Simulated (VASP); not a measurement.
# Os (P6_3/mmc) in VASP: notebook

The runs below take Os through electric field gradients, single point, with PBE.

Program: VASP 6.6.1. These are calculated values, not measurements. Logs are shortened: lines on timing, memory, paths and dates and some standing lists are left out, and cuts for length are marked.

### 1 The cell of the first run

The structure is hexagonal, space group P6_3/mmc (No. 194). The conventional cell has a = 2.755 Å, b = 2.755 Å, c = 4.349 Å, α = 90.00°, β = 90.00°, γ = 120.00°. Within 3.6 Å of Os (site symmetry -6m2) lie 12 Os at 2.69 to 2.75 Å.

### 2 Electric field gradients, PBE

File INCAR:

```
PREC = Accurate ; ENCUT = 520
EDIFF = 1E-8 ; ISMEAR = -1
SIGMA = 0.15 ; LREAL = False
LASPH = True ; NELM = 100
ALGO = Fast ; ISIF = 2
LWAVE = False ; LCHARG = False
GGA = PE ; LEFG = True
NBANDS = 15
```

File KPOINTS:

```
regular mesh
0
Gamma
  18 18 10
```

File POSCAR:

```
Os
1.0
    2.7545064403      0.0000000000      0.0000000000
   -1.3772532202      2.3854725522      0.0000000000
    0.0000000000      0.0000000000      4.3494168975
Os
2
Direct
    0.3333333333      0.6666666667      0.2500000000
    0.6666666667      0.3333333333      0.7500000000
```

Potentials or basis: VASP PAW PBE potentials, release 64 (Os).

Run with:

```
cat potpaw_PBE.64/Os/POTCAR > POTCAR
mpirun -np 1 vasp_std > vasp.out
```

OUTCAR:

```text
PREC = Accurate
   ENCUT = 520
   EDIFF = 1E-8
   ISMEAR = -1
   LREAL = False
   LASPH = True
   NELM = 100
   ISIF = 2
   GGA = PE

 ion  position               nearest neighbor table
   1  0.333  0.667  0.250-   2 2.69   2 2.69   2 2.69   2 2.69   2 2.69   2 2.69
   2  0.667  0.333  0.750-   1 2.69   1 2.69   1 2.69   1 2.69   1 2.69   1 2.69

  LATTYP: Found a hexagonal cell.
 ALAT       =     2.7545064403
 C/A-ratio  =     1.5790185980

  Lattice vectors:

 A1 = (   2.7545064403,   0.0000000000,   0.0000000000)
 A2 = (  -1.3772532202,   2.3854725522,   0.0000000000)
 A3 = (   0.0000000000,   0.0000000000,   4.3494168975)

Analysis of symmetry for initial positions (statically):
=====================================================================
 Subroutine PRICEL returns:
 Original cell was already a primitive cell.

 Routine SETGRP: Setting up the symmetry group for a
 hexagonal supercell.

 Subroutine GETGRP returns: Found 24 space group operations
 (whereof 12 operations were pure point group operations)
 out of a pool of 24 trial point group operations.

The static configuration has the point symmetry D_3d.
 The point group associated with its full space group is D_6h.

Analysis of symmetry for dynamics (positions and initial velocities):
=====================================================================
 Subroutine PRICEL returns:
 Original cell was already a primitive cell.

 Routine SETGRP: Setting up the symmetry group for a
 hexagonal supercell.

 Subroutine GETGRP returns: Found 24 space group operations
 (whereof 12 operations were pure point group operations)
 out of a pool of 24 trial point group operations.

The dynamic configuration has the point symmetry D_3d.
 The point group associated with its full space group is D_6h.

 Subroutine INISYM returns: Found 24 space group operations
 (whereof 12 operations are pure point group operations),
 and found     1 'primitive' translations

----------------------------------------------------------------------------------------

                                     Primitive cell

  volume of cell :      28.5791

  direct lattice vectors                    reciprocal lattice vectors
     2.754506440  0.000000000  0.000000000     0.363041446  0.209602076  0.000000000
    -1.377253220  2.385472552  0.000000000     0.000000000  0.419204153  0.000000000
     0.000000000  0.000000000  4.349416898     0.000000000  0.000000000  0.229915877

  length of vectors
     2.754506440  2.754506440  4.349416898     0.419204153  0.419204153  0.229915877

  position of ions in fractional coordinates (direct lattice)
     0.333333333  0.666666667  0.250000000
     0.666666667  0.333333333  0.750000000

  ion indices of the primitive-cell ions
   primitive index   ion index
                 1           1
                 2           2

----------------------------------------------------------------------------------------

 KPOINTS: regular mesh

Automatic generation of k-mesh.
 Grid dimensions read from file:
 generate k-points for:   18   18   10

 Generating k-lattice:

  Cartesian coordinates                     Fractional coordinates (reciprocal lattice)
     0.020168969  0.011644560  0.000000000     0.055555556  0.000000000  0.000000000
     0.000000000  0.023289120  0.000000000     0.000000000  0.055555556  0.000000000
     0.000000000  0.000000000  0.022991588     0.000000000  0.000000000  0.100000000

  Length of vectors
     0.023289120  0.023289120  0.022991588

  Shift w.r.t. Gamma in fractional coordinates (k-lattice)
     0.000000000  0.000000000  0.000000000

 Subroutine IBZKPT returns following result:
 ===========================================

 Found    222 irreducible k-points:

[... 35 lines left out ...]
 SYSTEM =  unknown system
   PREC   = accura    normal or accurate (medium, high low for compatibility)
   ISTART =      0    job   : 0-new  1-cont  2-samecut
   ICHARG =      2    charge: 1-file 2-atom 10-const
   ISPIN  =      1    spin polarized calculation?
   LNONCOLLINEAR =      F non collinear calculations
   LSORBIT =      F    spin-orbit coupling
   LASPH  =      T    aspherical Exc in radial PAW
   ENCUT  =  520.0 eV  38.22 Ry    6.18 a.u.   5.12  5.12  8.09*2*pi/ulx,y,z
   NELM   =    100;   NELMIN=  2; NELMDL= -5     # of ELM steps
   EDIFF  = 0.1E-07   stopping-criterion for ELM
   LREAL  =      F    real-space projection
   EDIFFG = 0.1E-06   stopping-criterion for IOM
   NSW    =      0    number of steps for IOM
   IBRION =     -1    ionic relax: 0-MD 1-quasi-New 2-CG
   NFREE  =      0    steps in history (QN), initial steepest desc. (CG)
   ISIF   =      2    stress and relaxation
   ISYM   =      2    0-nonsym 1-usesym 2-fastsym
   POTIM  = 0.5000    time-step for ionic-motion
   TEBEG  =    0.0;   TEEND  =   0.0 temperature during run
   PSTRESS=    0.0 pullay stress
   NELECT =      16.0000    total number of electrons
   NUPDOWN=      -1.0000    fix difference up-down
   EMIN   =  10.00;   EMAX   =-10.00  energy-range for DOS
   EFERMI =   0.00;   METHOD = LEGACY
   ISMEAR =    -1;   SIGMA  =   0.15  broadening in eV -4-tet -1-fermi 0-gaus
   EFERMI_NEDOS =   21; number of points for ismear=-14 and -15
   IALGO  =     68    algorithm
   IMIX   =      4    mixing-type and parameters
     AMIX     =   0.40;   BMIX     =  1.00
     AMIX_MAG =   1.60;   BMIX_MAG =  1.00
  volume/ion in A,a.u.               =      14.29        96.43
  Fermi-wavevector in a.u.,A,eV,Ry     =   1.349269  2.549748 24.769756  1.820526
  Thomas-Fermi vector in A             =   2.476869
   LORBIT       =      0    0 simple, 1 ext, 2 COOP (PROOUT), +10 PAW based schemes
   GGA     = PE    functional components
   LHFCALC =     F    Hartree Fock is set to
   AEXX    =    0.0000 exact exchange contribution
   IVDW    =     0    specifies the selected vdW correction
   LEPSILON=     F    determine dielectric tensor
   LRPA    =     F    only Hartree local field effects (RPA)
 non-spin polarized calculation
 RMM-DIIS sequential band-by-band and
  energy-cutoff  :      520.00
  volume of cell :       28.58
 maximum number of plane-waves:       786
   NGX = 11   NGY = 11   NGZ = 17

 number of electron      16.0000000 magnetization

 Free energy of the ion-electron system (eV)
  ---------------------------------------------------
  ext. energy  EPLUGINS =         0.00000000
  ---------------------------------------------------
  free energy    TOTEN  =       -22.54510941 eV

  energy without entropy =      -22.44987195  energy(sigma->0) =      -22.49749068

 E-fermi :   9.1678     XC(G=0): -13.9350

 val. band max:        9.1596058652   @ k =   0.1667   0.1111   0.3000
 cond. band min:       9.1792233357   @ k =   0.0000   0.0000   0.0000
 fundamental gap:      0.0196174705
 Fermi energy:         9.1677698383

 k-point     1 :       0.0000    0.0000    0.0000
  band No.  band energies     occupation
      1      -1.6031      2.00000
      2       1.5568      2.00000
      3       6.1880      2.00000
      4       6.1880      2.00000
      5       6.4397      2.00000
      6       7.0019      2.00000
      7       7.0019      2.00000
      8       7.6271      1.99993
      9       7.6271      1.99993
     10       9.1792      0.96184
     11      10.7813      0.00004
     12      10.7813      0.00004
     13      17.9759      0.00000
     14      23.1853      0.00000
[... 401 lines left out ...]
      2       2.6183      2.00000
      3       2.9728      2.00000
      4       5.6407      2.00000
      5       5.7043      2.00000
      6       6.5960      2.00000
      7       7.2814      1.99999
      8      10.6789      0.00008
      9      11.0927      0.00001
     10      11.5644      0.00000
     11      12.9276      0.00000
     12      15.8934      0.00000
     13      18.3929      0.00000
     14      19.5027      0.00000
     15      21.1505      0.00000

 [... further k-points ...]

------------------------ aborting loop because EDIFF is reached ----------------------------------------

  FORCE on cell =-STRESS in cart. coord.  units (eV):
  Direction    XX          YY          ZZ          XY          YZ          ZX
  --------------------------------------------------------------------------------------
  -------------------------------------------------------------------------------------
  Total       -0.0211637     -0.0211637     -0.0425575      0.0000000      0.0000000      0.0000000
  in kB       -1.1864593     -1.1864593     -2.3858167      0.0000000      0.0000000      0.0000000
  external PRESSURE =      -1.5862451 kB  Pullay stress =       0.0000000 kB

 VOLUME and BASIS-vectors are now :
 -----------------------------------------------------------------------------
  energy-cutoff  :      520.00
  volume of cell :       28.58
      direct lattice vectors                 reciprocal lattice vectors
     2.754506440  0.000000000  0.000000000     0.363041446  0.209602076  0.000000000
    -1.377253220  2.385472552  0.000000000     0.000000000  0.419204153  0.000000000
     0.000000000  0.000000000  4.349416898     0.000000000  0.000000000  0.229915877

 POSITION                                       TOTAL-FORCE (eV/Angst)
 -----------------------------------------------------------------------------------
     -0.00000      1.59032      1.08735        -0.000000      0.000000      0.000000
      1.37725      0.79516      3.26206         0.000000      0.000000      0.000000
 -----------------------------------------------------------------------------------
    total drift:                               -0.000000      0.000000     -0.000000

  FREE ENERGIE OF THE ION-ELECTRON SYSTEM (eV)
  ---------------------------------------------------
  free  energy   TOTEN  =       -22.5451094121 eV

  energy  without entropy=      -22.4498719534  energy(sigma->0) =      -22.49749068

 Electric field gradients (V/A^2)
---------------------------------------------------------------------
 ion       V_xx      V_yy      V_zz      V_xy      V_xz      V_yz
---------------------------------------------------------------------
   1      38.330    38.329   -76.659    -0.000     0.000     0.000
   2      38.330    38.329   -76.659    -0.000     0.000     0.000
---------------------------------------------------------------------

 Electric field gradients after diagonalization (V/A^2)
 (convention: |V_zz| > |V_xx| > |V_yy|)
----------------------------------------------------------------------
 ion       V_xx      V_yy      V_zz     asymmetry (V_yy - V_xx)/ V_zz
----------------------------------------------------------------------
   1      38.330    38.329   -76.659       0.000
   2      38.330    38.329   -76.659       0.000
----------------------------------------------------------------------

           NMR quadrupolar parameters

 Cq : quadrupolar parameter    Cq=e*Q*V_zz/h
 eta: asymmetry parameters     (V_yy - V_xx)/ V_zz
 Q  : nuclear electric quadrupole moment in mb (millibarn)
----------------------------------------------------------------------
 ion       Cq(MHz)       eta       Q (mb)
----------------------------------------------------------------------
   1      -0.185       0.000       1.000
   2      -0.185       0.000       1.000
----------------------------------------------------------------------
```

Run time: 78 s. Hardware: 1 thread of Intel Xeon Platinum 8488C (Sapphire Rapids), shared host; peak memory 0.2 GiB.

What came out:

* Free energy: -22.5451 eV
* Pressure: -0.2 GPa
* Band gap on the k mesh: zero (bands 8 and 9 overlap by 3.79 eV)
* Largest electric field gradient by atom: Os -76.7 V/Å²

Levels at points of the mesh, in eV from the Fermi level:
| k point | band 6 | band 7 | band 8 | band 9 | band 10 | band 11 |
| --- | --- | --- | --- | --- | --- | --- |
| (0.00, 0.00, 0.00) | -2.17 | -2.17 | -1.54 | -1.54 | 0.01 | 1.61 |
| (0.50, 0.00, 0.00) | -2.52 | -1.85 | 1.94 | 2.48 | 2.60 | 4.25 |
| (0.00, 0.00, 0.50) | -3.17 | -3.17 | -3.17 | 0.84 | 0.84 | 0.84 |
| (0.50, 0.00, 0.50) | -1.19 | -0.18 | -0.18 | 2.26 | 2.26 | 3.19 |

Electric field gradients, principal values (V/Å²):
```
atom   least  middle  greatest (by size)
1 Os  38.329  38.330             -76.659
2 Os  38.329  38.330             -76.659
```

Caveat: without QUAD_EFG the Cq values of the log hold for a quadrupole moment of 1 mb, not for the nuclei; spin-orbit coupling is left out, which moves the levels of the heavy elements.

### 3 Single point, PBE

File POSCAR:

```
Os
1.0
    2.7527783815      0.0000000000      0.0000000000
   -1.3763891907      2.3839760094      0.0000000000
    0.0000000000      0.0000000000      4.3508748750
Os
2
Direct
    0.3333333333      0.6666666667      0.2500000000
    0.6666666667      0.3333333333      0.7500000000
```

File INCAR.step1:

```
ALGO = Normal
EDIFF = 1E-6
ENCUT = 520
GGA = PE
GGA_COMPAT = F
ISIF = 2
ISMEAR = 0
LASPH = T
LCHARG = T
LMAXMIX = 4
LORBIT = 11
LREAL = F
LWAVE = F
NBANDS = 15
NEDOS = 2001
NELM = 120
PREC = Accurate
SIGMA = 0.1
```

File KPOINTS.step1:

```
k-points
0
Gamma
  18 18 10
```

File INCAR.step2:

```
ALGO = Normal
EDIFF = 1E-6
ENCUT = 520
GGA = PE
GGA_COMPAT = F
ICHARG = 11
ISIF = 2
ISMEAR = -5
LASPH = T
LCHARG = F
LMAXMIX = 4
LORBIT = 11
LREAL = F
LWAVE = F
NBANDS = 15
NEDOS = 1001
NELM = 120
PREC = Accurate
SIGMA = 0.1
```

File KPOINTS.step2:

```
k-points
0
Gamma
  27 27 15
```

Potentials or basis: VASP PAW PBE potentials, release 64 (Os).

Run with:

```
cat potpaw_PBE.64/Os/POTCAR > POTCAR
cp INCAR.step1 INCAR
cp KPOINTS.step1 KPOINTS
mpirun -np 1 vasp_std > vasp.out
cp INCAR.step2 INCAR
cp KPOINTS.step2 KPOINTS
mpirun -np 1 vasp_std > vasp.out
```

OUTCAR:

```text
EDIFF = 1E-6
   ENCUT = 520
   GGA = PE
   ICHARG = 11
   ISIF = 2
   ISMEAR = -5
   LASPH = T
   LORBIT = 11
   LREAL = F
   NELM = 120
   PREC = Accurate

 ion  position               nearest neighbor table
   1  0.333  0.667  0.250-   2 2.69   2 2.69   2 2.69   2 2.69   2 2.69   2 2.69
   2  0.667  0.333  0.750-   1 2.69   1 2.69   1 2.69   1 2.69   1 2.69   1 2.69

  LATTYP: Found a hexagonal cell.
 ALAT       =     2.7527783815
 C/A-ratio  =     1.5805394667

  Lattice vectors:

 A1 = (   2.7527783815,   0.0000000000,   0.0000000000)
 A2 = (  -1.3763891907,   2.3839760094,   0.0000000000)
 A3 = (   0.0000000000,   0.0000000000,   4.3508748750)

Analysis of symmetry for initial positions (statically):
=====================================================================
 Subroutine PRICEL returns:
 Original cell was already a primitive cell.

 Routine SETGRP: Setting up the symmetry group for a
 hexagonal supercell.

 Subroutine GETGRP returns: Found 24 space group operations
 (whereof 12 operations were pure point group operations)
 out of a pool of 24 trial point group operations.

[... 591 lines left out ...]
      4       5.6412      2.00000
      5       5.8612      2.00000
      6       6.7825      2.00000
      7       6.9681      2.00000
      8      10.3829      0.00000
      9      10.5229      0.00000
     10      11.2614      0.00000
     11      11.7011      0.00000
     12      17.5441      0.00000
     13      17.8982      0.00000
     14      19.7811      0.00000
     15      21.8550      0.00000

 [... further k-points ...]

------------------------ aborting loop because EDIFF is reached ----------------------------------------

  FORCE on cell =-STRESS in cart. coord.  units (eV):
  Direction    XX          YY          ZZ          XY          YZ          ZX
  --------------------------------------------------------------------------------------
  -------------------------------------------------------------------------------------
  Total       -0.0093101     -0.0093101     -0.2034943     -0.0000000      0.0000000      0.0000000
  in kB       -0.5224135     -0.5224135    -11.4186092     -0.0000000      0.0000000      0.0000000
  external PRESSURE =      -4.1544788 kB  Pullay stress =       0.0000000 kB

 VOLUME and BASIS-vectors are now :
 -----------------------------------------------------------------------------
  energy-cutoff  :      520.00
  volume of cell :       28.55
      direct lattice vectors                 reciprocal lattice vectors
     2.752778382  0.000000000  0.000000000     0.363269345  0.209733654  0.000000000
    -1.376389191  2.383976009  0.000000000     0.000000000  0.419467308  0.000000000
     0.000000000  0.000000000  4.350874875     0.000000000  0.000000000  0.229838832

 POSITION                                       TOTAL-FORCE (eV/Angst)
 -----------------------------------------------------------------------------------
     -0.00000      1.58932      1.08772        -0.000000      0.000000     -0.000000
      1.37639      0.79466      3.26316         0.000000      0.000000      0.000000
 -----------------------------------------------------------------------------------
    total drift:                                0.000000     -0.000000     -0.000000

  FREE ENERGIE OF THE ION-ELECTRON SYSTEM (eV)
  ---------------------------------------------------
  free  energy   TOTEN  =       -22.4991879121 eV

  energy  without entropy=      -22.4991879121  energy(sigma->0) =      -22.49918791

 total charge

# of ion       s       p       d       tot
------------------------------------------
    1        0.654   0.764   5.995   7.413
    2        0.654   0.764   5.995   7.413
--------------------------------------------------
tot          1.307   1.528  11.990  14.826
```

Run time: 2.9 min. Hardware: 1 thread of AMD EPYC 7R43 (Zen 3), shared host; peak memory 0.3 GiB.

What came out:

```
Valence electrons inside the program's atomic spheres : Os 7.41
```

Caveat: spin-orbit coupling is left out, which moves the levels of the heavy elements.
